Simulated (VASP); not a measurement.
# CdS (Hawleyite) (F-43m) in VASP: a series of runs, part 2 of 2

VASP 6.6.1. The steps go on from the part before.

## 4. Single point, PBEsol

This run uses another cell than the first one, of 24.70 Å³/atom, 1.025 times its volume.

INCAR

```
PREC = Accurate
ENCUT = 520
EDIFF = 1E-6
ISMEAR = -1
SIGMA = 0.05
LREAL = F
LASPH = T
NELM = 100
ALGO = Normal
ISIF = 2
LWAVE = F
LCHARG = F
GGA = PS
NBANDS = 16
```

KPOINTS

```
regular mesh
0
Gamma
  8 8 8
```

POSCAR

```
CdS
1.0
    0.0000000000      2.9122812695      2.9122812695
    2.9122812695      0.0000000000      2.9122812695
    2.9122812695      2.9122812695      0.0000000000
Cd S
1 1
Direct
    0.0000000000      0.0000000000      0.0000000000
    0.7500000000      0.7500000000      0.7500000000
```

Potentials or basis: VASP PAW PBE potentials, release 64 (Cd, S).

Started as:

```console
cat potpaw_PBE.64/Cd/POTCAR potpaw_PBE.64/S/POTCAR > POTCAR
mpirun -np 1 vasp_std > vasp.out
```

OUTCAR:

```text
PREC = Accurate
   ENCUT = 520
   EDIFF = 1E-6
   ISMEAR = -1
   LREAL = F
   LASPH = T
   NELM = 100
   ISIF = 2
   GGA = PS

 ion  position               nearest neighbor table
   1  0.000  0.000  0.000-   2 2.52   2 2.52   2 2.52   2 2.52
   2  0.750  0.750  0.750-   1 2.52   1 2.52   1 2.52   1 2.52

  LATTYP: Found a face centered cubic cell.
 ALAT       =     5.8245625390

  Lattice vectors:

 A1 = (   0.0000000000,   2.9122812695,   2.9122812695)
 A2 = (   2.9122812695,   0.0000000000,   2.9122812695)
 A3 = (   2.9122812695,   2.9122812695,   0.0000000000)

Analysis of symmetry for initial positions (statically):
=====================================================================
 Subroutine PRICEL returns:
 Original cell was already a primitive cell.

 Routine SETGRP: Setting up the symmetry group for a
 face centered cubic supercell.

 Subroutine GETGRP returns: Found 24 space group operations
 (whereof 24 operations were pure point group operations)
[... 152 lines left out ...]

 number of electron      18.0000004 magnetization

 Free energy of the ion-electron system (eV)
  ---------------------------------------------------
  ext. energy  EPLUGINS =         0.00000000
  ---------------------------------------------------
  free energy    TOTEN  =        -6.81313812 eV

  energy without entropy =       -6.81313774  energy(sigma->0) =       -6.81313793

 E-fermi :   1.7964     XC(G=0):  -9.3986

 val. band max:        1.2495412207   @ k =   0.0000   0.0000   0.0000
 cond. band min:       2.2666494253   @ k =   0.0000   0.0000   0.0000
 fundamental gap:      1.0171082046
 Fermi energy:         1.7963634999

 k-point     1 :       0.0000    0.0000    0.0000
  band No.  band energies     occupation
      1     -11.1622      2.00000
      2      -6.4961      2.00000
      3      -6.4961      2.00000
      4      -6.4961      2.00000
      5      -6.0018      2.00000
      6      -6.0018      2.00000
[... 433 lines left out ...]
      3      -6.2891      2.00000
      4      -6.0303      2.00000
      5      -5.9749      2.00000
      6      -5.4996      2.00000
[... 8 lines left out ...]
     15      13.4473      0.00000
     16      14.3832      0.00000

 [... further k-points ...]
[... 5 lines left out ...]
  --------------------------------------------------------------------------------------
  -------------------------------------------------------------------------------------
  Total        0.1183796      0.1183796      0.1183796     -0.0000000      0.0000000      0.0000000
  in kB        3.8393491      3.8393491      3.8393491     -0.0000000      0.0000000      0.0000000
  external PRESSURE =       3.8393491 kB  Pullay stress =       0.0000000 kB

 VOLUME and BASIS-vectors are now :
 -----------------------------------------------------------------------------
  energy-cutoff  :      520.00
  volume of cell :       49.40
      direct lattice vectors                 reciprocal lattice vectors
     0.000000000  2.912281270  2.912281270    -0.171686714  0.171686714  0.171686714
     2.912281270  0.000000000  2.912281270     0.171686714 -0.171686714  0.171686714
     2.912281270  2.912281270  0.000000000     0.171686714  0.171686714 -0.171686714

 POSITION                                       TOTAL-FORCE (eV/Angst)
 -----------------------------------------------------------------------------------
      0.00000      0.00000      0.00000         0.000000      0.000000     -0.000000
      4.36842      4.36842      4.36842        -0.000000     -0.000000      0.000000
 -----------------------------------------------------------------------------------
    total drift:                                0.000000      0.000000      0.000000

  FREE ENERGIE OF THE ION-ELECTRON SYSTEM (eV)
  ---------------------------------------------------
  free  energy   TOTEN  =        -6.8131381184 eV

  energy  without entropy=       -6.8131377437  energy(sigma->0) =       -6.81313793
```

OSZICAR:

```text
N       E                     dE             d eps       ncg     rms          rms(c)
DAV:   1     0.109551482304E+03    0.10955E+03   -0.89891E+03   944   0.102E+03
DAV:   2    -0.312843577668E+01   -0.11268E+03   -0.10653E+03  1152   0.257E+02
DAV:   3    -0.728706083400E+01   -0.41586E+01   -0.41513E+01  1168   0.513E+01
DAV:   4    -0.731202779145E+01   -0.24967E-01   -0.24965E-01  1200   0.391E+00
DAV:   5    -0.731235482505E+01   -0.32703E-03   -0.32703E-03  1160   0.420E-01    0.787E+00
DAV:   6    -0.683572120298E+01    0.47663E+00   -0.78975E-01  1392   0.122E+01    0.633E+00
DAV:   7    -0.681566905356E+01    0.20052E-01   -0.16462E-01  1168   0.288E+00    0.301E+00
DAV:   8    -0.681330441101E+01    0.23646E-02   -0.16970E-02  1096   0.164E+00    0.254E-01
DAV:   9    -0.681306415407E+01    0.24026E-03   -0.20437E-03  1128   0.686E-01    0.521E-02
DAV:  10    -0.681309891171E+01   -0.34758E-04   -0.19705E-04  1168   0.165E-01    0.579E-02
DAV:  11    -0.681314074890E+01   -0.41837E-04   -0.67942E-05  1080   0.748E-02    0.199E-02
DAV:  12    -0.681313754626E+01    0.32026E-05   -0.13456E-05  1176   0.448E-02    0.812E-03
DAV:  13    -0.681313811836E+01   -0.57209E-06   -0.22940E-06  1112   0.890E-03
   1 F= -.68131381E+01 E0= -.68131379E+01  d E =-.374676E-06
```

stdout:

```text
POSCAR found type information on POSCAR CdS
 POSCAR found :  2 types and       2 ions
 scaLAPACK will be used
 -----------------------------------------------------------------------------
|                                                                             |
|                                                                             |
|     You enforced a specific xc type in the INCAR file but a different       |
|     I HOPE YOU KNOW WHAT YOU ARE DOING!                                     |
|                                                                             |
 -----------------------------------------------------------------------------

 LDA part: xc-table for (Slater+PW92), standard interpolation
 POSCAR, INCAR and KPOINTS ok, starting setup
 FFT: planning ... GRIDC
 FFT: planning ... GRID_SOFT
 FFT: planning ... GRID
 WAVECAR not read
 entering main loop
```

Wall time 16 s (1 thread of Intel Xeon Platinum 8259CL at 2.50GHz (Skylake/Cascade Lake), shared host); peak memory 0.18 GiB.

What came out:

| Quantity | Value |
| --- | --- |
| Free energy | -6.8131 eV |
| Pressure | 0.4 GPa |
| Band gap on the k mesh | 1.02 eV, direct |

Levels at points of the mesh, in eV from the valence-band top:
| k point | band 7 | band 8 | band 9 | band 10 | band 11 | band 12 |
| --- | --- | --- | --- | --- | --- | --- |
| (0.00, 0.00, 0.00) | 0.00 | 0.00 | 0.00 | 1.02 | 6.44 | 6.44 |
| (0.50, 0.00, 0.00) | -4.51 | -0.77 | -0.77 | 2.90 | 6.91 | 6.91 |
| (0.50, 0.50, 0.00) | -4.03 | -1.93 | -1.93 | 3.38 | 4.26 | 9.10 |

Caveat: the PAW data sets were made with another functional, which shifts forces and pressure a little.

## 5. Single point, PBEsol+D3(BJ)

This run uses another cell than the first one, of 24.81 Å³/atom, 1.029 times its volume.

INCAR

```
ALGO = Normal
EDIFF = 1E-6
ENCUT = 520
GGA = PS
ISIF = 2
ISMEAR = -1
IVDW = 12
LASPH = True
LCHARG = False
LREAL = False
LWAVE = False
NBANDS = 16
NELM = 80
PREC = Accurate
SIGMA = 0.05
```

KPOINTS

```
k-points
0
Gamma
  8 8 8
```

POSCAR

```
CdS
1.0
    0.0000000000      2.9165000000      2.9165000000
    2.9165000000      0.0000000000      2.9165000000
    2.9165000000      2.9165000000      0.0000000000
Cd S
1 1
Direct
    0.0000000000      0.0000000000      0.0000000000
    0.7500000000      0.7500000000      0.7500000000
```

Started as:

```console
cat potpaw_PBE.64/Cd/POTCAR potpaw_PBE.64/S/POTCAR > POTCAR
mpirun -np 1 vasp_std > vasp.out
```

Wall time 16 s (1 thread of Intel Xeon Platinum 8259CL at 2.50GHz (Skylake/Cascade Lake), shared host); peak memory 0.19 GiB.

Results (log left out):

| Quantity | Value |
| --- | --- |
| Free energy | -7.3580 eV |
| Pressure | -1.6 GPa |
| Band gap on the k mesh | 1.01 eV, direct |
| Dispersion energy per atom | -0.272 eV |

Levels at points of the mesh, in eV from the valence-band top:
| k point | band 7 | band 8 | band 9 | band 10 | band 11 | band 12 |
| --- | --- | --- | --- | --- | --- | --- |
| (0.00, 0.00, 0.00) | 0.00 | 0.00 | 0.00 | 1.01 | 6.44 | 6.44 |
| (0.50, 0.00, 0.00) | -4.48 | -0.76 | -0.76 | 2.89 | 6.91 | 6.91 |
| (0.50, 0.50, 0.00) | -4.02 | -1.91 | -1.91 | 3.39 | 4.25 | 9.08 |

Caveat: three body term missing; the PAW data sets were made with another functional, which shifts forces and pressure a little.

## 6. Overview

| level | cell | gap on the mesh (eV) | pressure (GPa) |
| --- | --- | --- | --- |
| PBEsol+D3(BJ) | a = 4.085 Å, angles 60.0°, 2 atoms | 1.07 | 0.2 |
| PBEsol | a = 4.125 Å, angles 60.0°, 2 atoms | 1.01 | 0.1 |
| PBEsol | a = 4.119 Å, angles 60.0°, 2 atoms | 1.02 | 0.4 |
| PBEsol+D3(BJ) | a = 4.125 Å, angles 60.0°, 2 atoms | 1.01 | -1.6 |

Alike in all rows: task single point; potentials or basis VASP PAW PBE potentials, release 64 (Cd, S); no spin polarisation; k mesh 8 × 8 × 8; cutoff (eV) 520; smearing fermi-dirac 0.05 eV.

Caveats: the PAW data sets were made with another functional, which shifts forces and pressure a little; three body term missing (some runs).

Total energies depend on the potentials used, so only differences within one code and one set of settings carry meaning.
